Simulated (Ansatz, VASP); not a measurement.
**One calculation of TaZn2B3, two programs**

```
Ta Zn B
1.0
     3.03676    0.00000    0.00000
     0.00000    4.47150    0.00000
     0.00000    0.00000    7.32559
Ta Zn B
1 2 3
Cartesian
  0.0000 0.0000 0.0000
  0.0000 2.2357 2.1931
  0.0000 2.2357 5.1325
  2.2860 2.2357 0.0000
  0.7507 2.2357 0.0000
  1.5184 2.2357 3.6628
```

Alike in both runs: functional PBE; k mesh 12 × 8 × 6; occupations gaussian, width 0.1 eV; no spin polarisation.

Ansatz relaxed the structure, and its values are those at the end. VASP's run is a single point on that final structure, the one shown.

```csv
,VASP,Ansatz
version,VASP 6.6.1,Ansatz 0.2.0
potentials or method,"VASP PAW PBE potentials, release 64 (Ta_pv, Zn, B), cutoff 520 eV","scalar-relativistic, plane waves, PAW"
valence electrons in the cell,44,46
```

VASP gave:

- gap on the k mesh at the Fermi level (eV): none
- pressure (GPa): 0.2
- rms of the force components (eV/Å): 0.013

Q: Estimate Ansatz's values.

A: gap on the k mesh at the Fermi level (eV): none; pressure (GPa): 0.0; rms of the force components (eV/Å): 0.001.

A gap of «none» marks a metal or a gap that the smearing closes. VASP's potentials hold 44 valence electrons a cell and Ansatz's 46, so a difference there can come from the potentials and not from the codes.

Spin-orbit coupling is off throughout.
